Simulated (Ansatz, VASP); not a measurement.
## MgO: VASP beside Ansatz

The input POSCAR:

```
MgO
1.0
    3.2224528835      0.0000000000      0.0000000000
   -1.6112264418      2.7907260596      0.0000000000
    0.0000000000      0.0000000000      5.1653252031
Mg O
2 2
Direct
    0.3333333333      0.6666666667     -0.0039090994
    0.6666666667      0.3333333333      0.4960909006
    0.3333333333      0.6666666667      0.3789090994
    0.6666666667      0.3333333333      0.8789090994
```

Contents of INCAR.step1:

```
  ALGO = Normal
  EDIFF = 1E-4
  ENCUT = 520
  GGA = PE
  ISMEAR = 0
  LASPH = T
  LCHARG = F
  LREAL = F
  LWAVE = T
  NBANDS = 16
  NELM = 100
  PREC = Accurate
  SIGMA = 0.01
```

INCAR.step2

```
  ALGO = Normal
  EDIFF = 1E-6
  ENCUT = 520
  ISIF = 2
  ISMEAR = 0
  ISTART = 1
  LASPH = T
  LCHARG = T
  LELF = T
  LMIXTAU = T
  LREAL = F
  LVHAR = T
  LWAVE = F
  METAGGA = R2SCAN
  NBANDS = 16
  NELM = 100
  PREC = Accurate
  SIGMA = 0.01
```

File KPOINTS:

```
k-points
0
Gamma
  12 12 6
```

Input for Ansatz:

```yaml
crystal:
  lattice:
    - [3.2224528835, 0.0, 0.0]
    - [-1.6112264418, 2.7907260596, 0.0]
    - [0.0, 0.0, 5.1653252031]
  atoms:
    - { symbol: Mg, position: [0.3333333333, 0.6666666667, -0.0039090994] }
    - { symbol: Mg, position: [0.6666666667, 0.3333333333, 0.4960909006] }
    - { symbol: O, position: [0.3333333333, 0.6666666667, 0.3789090994] }
    - { symbol: O, position: [0.6666666667, 0.3333333333, 0.8789090994] }
kpoints:
  mp_grid: { grid: [12, 12, 6] }
  band_path:
    path:
      - [0.0, 0.0, 0.0]
      - [0.5, 0.0, 0.0]
      - [0.3333333333, 0.3333333333, 0.0]
      - [0.0, 0.0, 0.5]
      - [0.5, 0.0, 0.5]
      - [0.3333333333, 0.3333333333, 0.5]
    npoints: 1
hamiltonian:
  xc: r2scan
scf:
  occupations: { method: fixed }
  n_extra_bands: 5
output:
  forces: true
  stress: true
  eigenvalues: true
```

Change from the starting cell: epitaxial_xy strain -2.0%.

Alike in both runs: task single point; functional r2SCAN; k mesh 12 × 12 × 6; no spin polarisation.

|  | VASP | Ansatz |
| --- | --- | --- |
| version | VASP 6.6.1 | Ansatz 0.2.0 |
| potentials or method | VASP PAW PBE potentials, release 64 (Mg, O) | plane waves, PAW |
| plane-wave cutoff (eV) | 520 | 500 |
| occupations | gaussian, width 0.01 eV | fixed |
| valence electrons in the cell | 16 | 32 |

Ansatz gave:

- gap on the k mesh at the Fermi level (eV): 4.48
- pressure (GPa): 2.6
- traceless stress, the component that is largest in VASP (GPa): -2.60

Estimate VASP's values.

gap on the k mesh at the Fermi level (eV): 4.47; pressure (GPa): 2.1; traceless stress, the component that is largest in VASP (GPa): -2.61.

VASP's potentials were made for PBE, not for r2SCAN. VASP's potentials hold 16 valence electrons a cell and Ansatz's 32, so a difference there can come from the potentials and not from the codes.
